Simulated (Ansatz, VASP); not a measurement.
## One calculation of Ir, two programs

INCAR

```
SYSTEM = Ir
PREC     = Accurate       ! precision mode
ENCUT    = 520            ! plane-wave cutoff, eV
EDIFF    = 1E-6           ! SCF threshold, eV
ISMEAR   = 1              ! smearing method
SIGMA    = 0.1            ! smearing width, eV
LREAL    = .False.        ! projectors in reciprocal space
LASPH    = .True.         ! aspherical terms in the spheres
NELM     = 100            ! most SCF steps
ALGO     = Normal         ! electronic algorithm
ISIF     = 2              ! what is computed and relaxed
LWAVE    = .False.        ! write WAVECAR
LCHARG   = .False.        ! write CHGCAR
GGA      = PS             ! functional
NBANDS   = 16             ! bands
```

File KPOINTS:

```
regular mesh
0
Gamma
  12 12 7
  0 0 0
```

File POSCAR:

```
Ir
1.0
    2.7513778900      0.0000000000      0.0000000000
   -1.3756889500      2.3827631500      0.0000000000
    0.0000000000      0.0000000000      4.4622900000
Ir
2
Direct
    0.6666666667      0.3333333333      0.7500000000
    0.3333333333      0.6666666667      0.2500000000
```

Input for Ansatz:

```yaml
crystal:
  lattice:
    - [2.75137789, 0.0, 0.0]
    - [-1.37568895, 2.38276315, 0.0]
    - [0.0, 0.0, 4.46229]
  atoms:
    - { symbol: Ir, position: [0.6666666666666666, 0.3333333333333333, 0.75] }
    - { symbol: Ir, position: [0.3333333333333333, 0.6666666666666666, 0.25] }
basis:
  ecutwfc: 500.0
kpoints:
  mp_grid:
    grid: [12, 12, 7]
hamiltonian:
  xc: pbesol
  pseudopotentials:
    kind: paw
scf:
  occupations:
    method: cold
    width: 0.1
output:
  stress: true
```

Alike in both runs: task single point; functional PBEsol; k mesh 12 × 12 × 7; no spin polarisation.

```csv
,VASP,Ansatz
version,VASP 6.6.1,Ansatz 0.2.0
potentials or method,"VASP PAW PBE potentials, release 64 (Ir), cutoff 520 eV","plane waves, PAW"
occupations,"methfessel-paxton of order 1, width 0.1 eV","cold, width 0.1 eV"
valence electrons in the cell,18,34
```

|  | VASP | Ansatz | Ansatz less VASP |
| --- | --- | --- | --- |
| pressure (GPa) | -12.0 | -12.7 | -0.76 |
| traceless stress, the component that is largest in VASP (GPa) | 1.10 | 1.01 | -0.085 |

VASP's potentials were made for PBE, not for PBEsol. VASP's potentials hold 18 valence electrons a cell and Ansatz's 34, so a difference there can come from the potentials and not from the codes.

Spin-orbit coupling is off throughout.
